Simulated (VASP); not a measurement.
## AlFe: single point with PBE

Crystal: AlFe.

```
CELL_PARAMETERS angstrom
2.91000 0.00000 0.00000
0.00000 2.91000 0.00000
0.00000 0.00000 2.91000
ATOMIC_POSITIONS crystal
Al 0.00000 0.00000 0.00000
Fe 0.50000 0.50000 0.50000
```

```json
{"Program": "VASP 6.6.1", "Task": "single point", "Functional": "PBE", "Potentials or basis": "VASP PAW PBE potentials, release 64 (Al, Fe)", "Cutoff": "600 eV", "k mesh": "11 × 11 × 11", "Occupations": "fermi-dirac, width 0.1 eV", "Spin": "collinear spin, ferromagnetic start", "Starting moments": "[0.0, 0.61] μB", "Fixed moment": "0.61 μB", "Dipole correction": "no", "Further INCAR settings": "ALGO = Normal; EDIFF = 1e-06; NBANDS = 16"}
```

* Pressure: -5.9 GPa
* Net moment: 0.61 μB per cell
* Site moments: Al -0.02; Fe +0.65 μB
* Valence electrons inside the program's atomic spheres: Al 0.81; Fe 7.34

Wall time 22 s on 1 thread of Intel(R) Xeon(R) Platinum 8488C (Sapphire Rapids), with other jobs on the host, peak memory 0.17 GiB.

Caveat: the total moment is fixed, so each spin has its own Fermi level.
